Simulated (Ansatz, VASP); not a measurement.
**Rh in VASP and in Ansatz**

File INCAR:

```
SYSTEM = Rh
PREC = Accurate
ENCUT = 520
EDIFF = 1E-7
ISMEAR = 0
SIGMA = 0.1
LREAL = .FALSE.
LASPH = .TRUE.
NELM = 60
ALGO = Fast
ISIF = 2
LWAVE = .FALSE.
LCHARG = .TRUE.
GGA = PE
LELF = .TRUE.
LVHAR = .TRUE.
NBANDS = 14
```

File KPOINTS:

```
regular mesh
0
G
  8 8 8
  0 0 0
```

The input POSCAR:

```
Rh
1.0
   -1.5592085237      1.5592085237      1.5592085237
    1.5592085237     -1.5592085237      1.5592085237
    1.5592085237      1.5592085237     -1.5592085237
Rh
1
Direct
    0.0000000000      0.0000000000      0.0000000000
```

Input for Ansatz:

```yaml
crystal:
  lattice:
    - [-1.5592085237, 1.5592085237, 1.5592085237]
    - [1.5592085237, -1.5592085237, 1.5592085237]
    - [1.5592085237, 1.5592085237, -1.5592085237]
  atoms:
    - { symbol: Rh, position: [0.0, 0.0, 0.0] }
basis:
  ecutwfc: 420
kpoints:
  mp_grid: { grid: [8, 8, 8] }
hamiltonian:
  xc: pbe
scf:
  occupations: { method: gaussian, width: 0.1 }
  lower_state_search: "off"
output:
  forces: true
  stress: true
  eigenvalues: true
```

Alike in both runs: task single point; functional PBE; k mesh 8 × 8 × 8; occupations gaussian, width 0.1 eV; no spin polarisation.

```csv
,VASP,Ansatz
version,VASP 6.6.1,Ansatz 0.2.0
potentials or method,"VASP PAW PBE potentials, release 64 (Rh_pv), cutoff 520 eV","scalar-relativistic, plane waves, PAW"
valence electrons in the cell,15,17
```

```csv
,VASP,Ansatz,Ansatz less VASP
gap on the k mesh at the Fermi level (eV),none,none,-
pressure (GPa),-9.7,-9.7,-0.01
```

A gap of «none» marks a metal or a gap that the smearing closes. The functional is the same, so the differences come from potentials, cutoffs and numerics. VASP's potentials hold 15 valence electrons a cell and Ansatz's 17, so a difference there can come from the potentials and not from the codes.
